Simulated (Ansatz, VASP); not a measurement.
# AlCu3 in VASP and in Ansatz

```xyz
4
Lattice="3.6418 0.0000 0.0000 0.0000 3.6418 0.0000 0.0000 0.0000 3.6418" Properties=species:S:1:pos:R:3 pbc="T T T"
Al    0.0000    0.0000    0.0000
Cu    1.8209    1.8209    0.0000
Cu    1.8209    0.0000    1.8209
Cu    0.0000    1.8209    1.8209
```

Alike in both runs: functional r2SCAN; k mesh 12 × 12 × 12; occupations gaussian, width 0.1 eV; no spin polarisation.

Ansatz relaxed the structure, and its values are those at the end. VASP's run is a single point on that final structure, the one shown.

```csv
,VASP,Ansatz
version,VASP 6.6.1,Ansatz 0.2.0
potentials or method,"VASP PAW PBE potentials, release 64 (Al, Cu), cutoff 520 eV","scalar-relativistic, plane waves, PAW"
valence electrons in the cell,36,60
```

```tsv
	VASP	Ansatz	Ansatz less VASP
gap on the k mesh at the Fermi level (eV)	none	none	-
pressure (GPa)	0.4	0.0	-0.35
```

VASP's potentials were made for PBE, not for r2SCAN. A gap of «none» marks a metal or a gap that the smearing closes. With one functional, cell and mesh, what is left measures potentials, basis and numerics. VASP's potentials hold 36 valence electrons a cell and Ansatz's 60, so a difference there can come from the potentials and not from the codes.
